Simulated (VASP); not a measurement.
Set up this calculation in VASP 6.6.1, as the native input.

```
Task                   : relaxation of shape and atoms at fixed volume
Functional             : r2SCAN
Dispersion             : rVV10
Potentials or basis    : VASP PAW PBE potentials, release 64 (Mg, B)
Cutoff                 : 600 eV
k mesh                 : 8 × 8 × 6
Occupations            : gaussian, width 0.05 eV
Spin                   : no spin polarisation
Dipole correction      : no
Further INCAR settings : ALGO = Normal; EDIFF = 1e-06; IBRION = 2; EDIFFG = -0.01; NSW = 60; ISIF = 4
```

MgB2:

```
Mg B
1.0
     3.04017    0.00000    0.00000
    -1.52009    2.63287    0.00000
     0.00000    0.00000    3.42102
Mg B
1 2
Direct
  0.00000 0.00000 0.00000
  0.33333 0.66667 0.50000
  0.66667 0.33333 0.50000
```

These files were run (other wordings do the same):

POSCAR

```
MgB2
1.0
    3.0401712020      0.0000000000      0.0000000000
   -1.5200856010      2.6328654927      0.0000000000
    0.0000000000      0.0000000000      3.4210155370
Mg B
1 2
Direct
    0.0000000000      0.0000000000      0.0000000000
    0.3333333333      0.6666666667      0.5000000000
    0.6666666667      0.3333333333      0.5000000000
```

INCAR.step1

```
SYSTEM = MgB2
PREC = Accurate
ENCUT = 600
ISMEAR = 0
SIGMA = 0.05
LREAL = .FALSE.
LASPH = .TRUE.
NELM = 100
GGA = PE
ALGO = Normal
EDIFF = 1E-4
LWAVE = .TRUE.
LCHARG = .FALSE.
```

INCAR.step2

```
SYSTEM = MgB2
PREC = Accurate
ENCUT = 600
EDIFF = 1E-6
ISMEAR = 0
SIGMA = 0.05
LREAL = .FALSE.
LASPH = .TRUE.
NELM = 100
ALGO = Normal
ISIF = 4
LWAVE = .FALSE.
LCHARG = .FALSE.
METAGGA = R2SCAN
LMIXTAU = .TRUE.
LUSE_VDW = .TRUE.
IVDW_NL = 2
BPARAM = 11.95
CPARAM = 0.0093
IBRION = 2
NSW = 60
EDIFFG = -0.01
ISTART = 1
```

KPOINTS

```
Automatic mesh
0
G
  8 8 6
  0 0 0
```

Potentials or basis: VASP PAW PBE potentials, release 64 (Mg, B).

Command:

```console
$ cat potpaw_PBE.64/Mg/POTCAR potpaw_PBE.64/B/POTCAR > POTCAR
$ cp INCAR.step1 INCAR
$ mpirun -np 1 vasp_std > vasp.out
$ cp INCAR.step2 INCAR
$ mpirun -np 1 vasp_std > vasp.out
```

Results of the run:

The energy gained by relaxing is 0.1 meV/atom, the ionic steps are 2 and the pressure after relaxing is 6.0 GPa. The band gap on the k mesh is zero (bands 4 and 5 overlap by 2.93 eV).

Caveat: the PAW data sets were made with another functional, which shifts forces and pressure a little.

Wall time 44 s on 1 thread of Intel(R) Xeon(R) 6975P-C (Granite Rapids), on a shared host, peak memory 0.23 GiB.
